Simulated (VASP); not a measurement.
Input of a VASP 6.6.1 run:

INCAR

```
ALGO = Normal
EDIFF = 1E-6
ENCUT = 520
GGA = PE
ISIF = 2
ISMEAR = -1
LASPH = T
LCHARG = T
LELF = T
LREAL = F
LVHAR = T
LWAVE = F
NBANDS = 31
NELM = 100
PREC = Accurate
SIGMA = 0.02
```

File KPOINTS:

```
k-points
0
Gamma
  8 8 8
```

POSCAR

```
LaLuAs2
1.0
    2.1030128903      1.2141750583      6.8415678667
   -2.1030128903      1.2141750583      6.8415678667
    0.0000000000     -2.4283501167      6.8415678667
La Lu As
1 1 2
Direct
    1.0000000000      0.0000000000      0.0000000000
    0.5000000000      0.5000000000      0.5000000000
    0.2433640457      0.2433640457      0.2433640457
    0.7566359543      0.7566359543      0.7566359543
```

Potentials or basis: VASP PAW PBE potentials, release 64 (La, Lu, As).

Command:

```sh
$ cat potpaw_PBE.64/La/POTCAR potpaw_PBE.64/Lu/POTCAR potpaw_PBE.64/As/POTCAR > POTCAR
$ mpirun -np 1 vasp_std > vasp.out
```

Problem. Predict the pressure.

Solution. 0.4 GPa.

Problem. What does it give for the largest force?

Solution. 0.070 eV/Å.

Problem. Estimate the band gap on the k mesh.

Solution. Zero (bands 23 and 24 overlap by 0.61 eV).

Forces in eV/Å, atoms in the order of the input:
```
La   0.000  0.000  0.000
Lu   0.000  0.000  0.000
As   0.000  0.000  0.070
As   0.000  0.000 -0.070
```

Caveat: spin-orbit coupling is left out, which moves the levels of the heavy elements.
